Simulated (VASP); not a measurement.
Here is a VASP 6.6.1 calculation.

INCAR

```
PREC     = Accurate       # precision mode
ENCUT    = 520            # plane-wave cutoff, eV
EDIFF    = 1E-8           # SCF threshold, eV
ISMEAR   = -1             # smearing method
SIGMA    = 0.01           # smearing width, eV
LREAL    = False          # projectors in reciprocal space
LASPH    = True           # aspherical terms in the spheres
NELM     = 60             # most SCF steps
ALGO     = Normal         # electronic algorithm
ISIF     = 2              # what is computed and relaxed
LWAVE    = False          # write WAVECAR
LCHARG   = False          # write CHGCAR
GGA      = PS             # functional
LEFG     = True         
NBANDS   = 16             # bands
```

Contents of KPOINTS:

```
Automatic mesh
0
Gamma
  9 9 9
```

Contents of POSCAR:

```
AgCl
1.0
    0.0277315000      2.7870157500      2.7870157500
    2.7870157500      0.0277315000      2.7870157500
    2.7870157500      2.7870157500      0.0277315000
Ag Cl
1 1
Direct
    0.5000000000      0.5000000000      0.5000000000
    0.0000000000      0.0000000000      0.0000000000
```

Potentials or basis: VASP PAW PBE potentials, release 64 (Ag, Cl).

Command:

```sh
$ cat potpaw_PBE.64/Ag/POTCAR potpaw_PBE.64/Cl/POTCAR > POTCAR
$ mpirun -np 1 vasp_std > vasp.out
```

Task: What does it give for the band gap on the k mesh?

Result: 0.76 eV, indirect (least direct gap 2.99 eV).

Task: Estimate the pressure.

Result: -2.7 GPa.

Electric field gradients, principal values (V/Å²):
| atom | least | middle | greatest (by size) |
| --- | --- | --- | --- |
| 1 Ag | 1.086 | 1.086 | -2.172 |
| 2 Cl | -2.246 | -2.246 | 4.491 |

Caveat: the cell differs from its parent crystal (equal xy, yz and zx shear strains of +1 %); without QUAD_EFG the Cq values of the log hold for a quadrupole moment of 1 mb, not for the nuclei; the PAW data sets were made with another functional, which shifts forces and pressure a little. A k mesh can miss the band edges.
